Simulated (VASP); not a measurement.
A run of VASP 6.6.1:

INCAR

```
SYSTEM = NbC
PREC = Accurate ; ENCUT = 600
EDIFF = 1E-6 ; ISMEAR = -1
SIGMA = 0.1 ; LREAL = .False.
LASPH = .True. ; NELM = 200
ALGO = Normal ; ISIF = 2
LWAVE = .False. ; LCHARG = .True.
ISPIN = 2 ; MAGMOM = 0 0
LORBIT = 11 ; LMAXMIX = 4
GGA = PE ; LELF = .True.
LVHAR = .True. ; NBANDS = 20
GGA_COMPAT = .False.
```

The input KPOINTS:

```
Automatic mesh
0
Gamma
  6 6 6
  0 0 0
```

File POSCAR:

```
NbC
1.0
    0.0000000000      2.3210000000      2.3210000000
    2.3210000000      0.0000000000      2.3210000000
    2.3210000000      2.3210000000      0.0000000000
Nb C
1 1
Direct
    0.0000000000      0.0000000000      0.0000000000
    0.5000000000      0.5000000000      0.5000000000
```

Potentials or basis: VASP PAW PBE potentials, release 64 (Nb_sv, C).

Run with:

```console
$ cat potpaw_PBE.64/Nb_sv/POTCAR potpaw_PBE.64/C/POTCAR > POTCAR
$ mpirun -np 1 vasp_std > vasp.out
```

Hardware: 1 thread of Intel Xeon 8259CL, on a shared host.

Q: Estimate the wall time of this run.

A: Run time: 38 s on 1 thread of Intel Xeon 8259CL, with other jobs on the host, peak memory 0.18 GiB. Counts: scf iterations 13, k points 16.
